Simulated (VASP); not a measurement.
MgO: single point with PBEsol+D3(BJ)

MgO:

```xyz
2
Lattice="0.0000 2.1022 2.1022 2.1022 0.0000 2.1022 2.1022 2.1022 0.0000" Properties=species:S:1:pos:R:3 pbc="T T T"
Mg    0.0000    0.0000    0.0000
O     2.1022    2.1022    2.1022
```

- Program: VASP 6.6.1
- Task: single point
- Functional: PBEsol
- Dispersion: D3(BJ)
- Potentials or basis: VASP PAW PBE potentials, release 64 (Mg, O)
- Cutoff: 520 eV
- k mesh: 8 × 8 × 8
- Occupations: gaussian, width 0.01 eV
- Spin: no spin polarisation
- Dipole correction: no
- Further INCAR settings: ALGO = Normal; EDIFF = 1e-07; NBANDS = 11

- Pressure: -3.8 GPa
- Band gap on the k mesh: 4.69 eV, direct
- Dispersion energy per atom: -0.251 eV

Levels at points of the mesh, in eV from the valence-band top:
```csv
k point,band 1,band 2,band 3,band 4,band 5,band 6,band 7,band 8
"(0.00, 0.00, 0.00)",-17.23,0.00,0.00,0.00,4.69,15.66,15.66,15.66
"(0.50, 0.00, 0.00)",-15.91,-4.70,-0.67,-0.67,7.78,12.57,16.23,16.23
"(0.50, 0.50, 0.00)",-15.64,-4.17,-1.37,-1.37,8.93,9.94,13.03,18.93
```

It used 9.1 s of CPU time on 1 thread of AMD EPYC 7R13 Processor (Zen 3), with other jobs on the host.

Caveat: the PAW data sets were made with another functional, which shifts forces and pressure a little. Expect the measured gap to be larger: semilocal functionals such as PBEsol lack the derivative discontinuity.
